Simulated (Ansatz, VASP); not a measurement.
## Rb: VASP beside Ansatz

File INCAR:

```
SYSTEM = Rb
PREC = Accurate
ENCUT = 520
EDIFF = 1E-6
ISMEAR = 0
SIGMA = 0.1
LREAL = .False.
LASPH = .True.
NELM = 100
ALGO = Fast
ISIF = 2
LWAVE = .False.
LCHARG = .True.
GGA = PE
LELF = .True.
LVHAR = .True.
NBANDS = 10
```

Contents of KPOINTS:

```
Automatic mesh
0
Gamma
  10 10 10
  0 0 0
```

Contents of POSCAR:

```
Rb
1.0
   -2.7088737453      2.7088737453      2.5853457635
    2.7088737453     -2.7088737453      2.5853457635
    3.0634151687      3.0634151687     -2.5853457635
Rb
1
Direct
    0.0000000000      0.0000000000      0.0000000000
```

Input for Ansatz:

```yaml
crystal:
  lattice:
    - [-2.7088737453, 2.7088737453, 2.5853457635]
    - [2.7088737453, -2.7088737453, 2.5853457635]
    - [3.0634151687, 3.0634151687, -2.5853457635]
  atoms:
    - { symbol: Rb, position: [0.0, 0.0, 0.0] }
basis:
  ecutwfc: 420
kpoints:
  mp_grid: { grid: [10, 10, 10] }
hamiltonian:
  xc: pbe
scf:
  occupations: { method: gaussian, width: 0.1 }
output:
  forces: true
  stress: true
  eigenvalues: true
  populations: true
  write_density: true
  write_potential: true
  elf: true
  volumetric_format: npy
```

Alike in both runs: task single point; functional PBE; k mesh 10 × 10 × 10; occupations gaussian, width 0.1 eV; no spin polarisation.

```csv
,VASP,Ansatz
version,VASP 6.6.1,Ansatz 0.2.0
potentials or method,"VASP PAW PBE potentials, release 64 (Rb_sv), cutoff 520 eV","scalar-relativistic, plane waves, PAW"
valence electrons in the cell,9,9
```

|  | VASP | Ansatz | Ansatz less VASP |
| --- | --- | --- | --- |
| gap on the k mesh at the Fermi level (eV) | none | none | - |
| pressure (GPa) | 0.2 | 0.2 | 0.00 |
| traceless stress, the component that is largest in VASP (GPa) | -0.30 | -0.30 | 0.000 |

A gap of «none» marks a metal or a gap that the smearing closes. With one functional, cell and mesh, what is left measures potentials, basis and numerics.
